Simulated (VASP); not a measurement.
A run of VASP 6.6.1:

Contents of INCAR:

```
ALGO = Normal ; EDIFF = 1E-6
ENCUT = 520 ; GGA = PS
ISIF = 2 ; ISMEAR = -1
ISPIN = 2 ; LASPH = T
LCHARG = F ; LMAXMIX = 4
LORBIT = 11 ; LREAL = Auto
LWAVE = F ; MAGMOM = 0 0 0 0 0 0 0 0 0 0 0 0 0 0 0 0 0 0 0.07
NBANDS = 60 ; NELM = 150
PREC = Accurate ; SIGMA = 0.02
```

KPOINTS

```
k-points
0
Gamma
  2 2 1
```

Contents of POSCAR:

```
AgC18
1.0
    7.3980000000      0.0000000000      0.0000000000
   -3.6990000000      6.4068560000      0.0000000000
    0.0000000000      0.0000000000     12.0000000000
C Ag
18 1
Direct
   -0.0010302275     -0.0103034936      0.0803683333
    0.2210264565      0.1007850028      0.0799793333
   -0.0013886768      0.3226081560      0.0807515000
    0.2201714940      0.4322867566      0.0838832500
   -0.0014393037      0.6562649449      0.0807511667
    0.2203096897      0.7683698525      0.0837820000
    0.3324482311     -0.0098461710      0.0808075833
    0.5544796949      0.1009182975      0.0808432500
    0.3323562836      0.3225046731      0.0808543333
    0.5545738605      0.4340487752      0.0808596667
    0.3323655027      0.6564182182      0.0899676667
    0.5563351451      0.7684723989      0.0837826667
    0.6660480592     -0.0099903915      0.0808063333
    0.8879207349      0.1006535811      0.0799186667
    0.6656239304      0.3230294235      0.0806786667
    0.8877364401      0.4341592819      0.0807520833
    0.6661571049      0.6563915281      0.0808480000
    0.8878426135      0.7676506230      0.0799724167
    0.3253857493      0.6504933153      0.2853924167
```

Potentials or basis: VASP PAW PBE potentials, release 64 (C, Ag).

Command:

```sh
$ cat potpaw_PBE.64/C/POTCAR potpaw_PBE.64/Ag/POTCAR > POTCAR
$ mpirun -np 1 vasp_std > vasp.out
```

Hardware: 1 thread of AMD EPYC 9R45 96-Core Processor (Zen 5) (shared host).

**Question.** Estimate the wall time of this run.

**Answer.** Run time: 11 min on 1 thread of AMD EPYC 9R45 96-Core Processor (Zen 5) (shared host), peak memory 0.86 GiB. Counts: scf iterations 42, k points 4.
